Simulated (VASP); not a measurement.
Input of a VASP 6.6.1 run:

Contents of INCAR:

```
SYSTEM = MnO2
PREC     = Accurate       ! precision mode
ENCUT    = 520            ! plane-wave cutoff, eV
EDIFF    = 1E-6           ! SCF threshold, eV
ISMEAR   = -1             ! smearing method
SIGMA    = 0.05           ! smearing width, eV
LREAL    = .FALSE.        ! projectors in reciprocal space
LASPH    = .TRUE.         ! aspherical terms in the spheres
NELM     = 150            ! most SCF steps
ALGO     = Normal         ! electronic algorithm
ISIF     = 2              ! what is computed and relaxed
LWAVE    = .FALSE.        ! write WAVECAR
LCHARG   = .TRUE.         ! write CHGCAR
ISPIN    = 2              ! spin polarisation
MAGMOM   = 4 0 0          ! initial moments
LORBIT   = 11             ! projections on sites
LMAXMIX  = 4              ! l up to which the mixer works
LELF     = .TRUE.         ! ELF
LVHAR    = .TRUE.       
NBANDS   = 24             ! bands
```

Contents of KPOINTS:

```
Automatic mesh
0
G
  11 11 11
  0 0 0
```

POSCAR

```
MnO2
1.0
    1.3992749259      0.8078717551      4.4903556470
   -1.3992749259      0.8078717551      4.4903556470
    0.0000000000     -1.6157435103      4.4903556470
Mn O
1 2
Direct
    0.0000000000      0.0000000000      0.0000000000
    0.7356355100      0.7356355100      0.7356355100
    0.2643644900      0.2643644900      0.2643644900
```

Potentials or basis: VASP PAW LDA potentials, release 64 (Mn_pv, O).

Command:

```bash
$ cat potpaw_LDA.64/Mn_pv/POTCAR potpaw_LDA.64/O/POTCAR > POTCAR
$ mpirun -np 1 vasp_std > vasp.out
```

Q: What does it give for the largest force?

A: 0.502 eV/Å.

Q: What does it give for the pressure?

A: 5.7 GPa.

Q: What does it give for the net moment?

A: 2.99 μB per cell.

Q: Predict the site moments.

A: Mn +2.72; O +0.09 μB.

Forces in eV/Å, atoms in the order of the input:
```
Mn   0.000  0.000  0.000
O    0.000  0.000  0.502
O    0.000  0.000 -0.502
```

Caveat: the cell stands under pressure; a cell with one magnetic atom can't hold antiferromagnetic order, which such compounds often take.
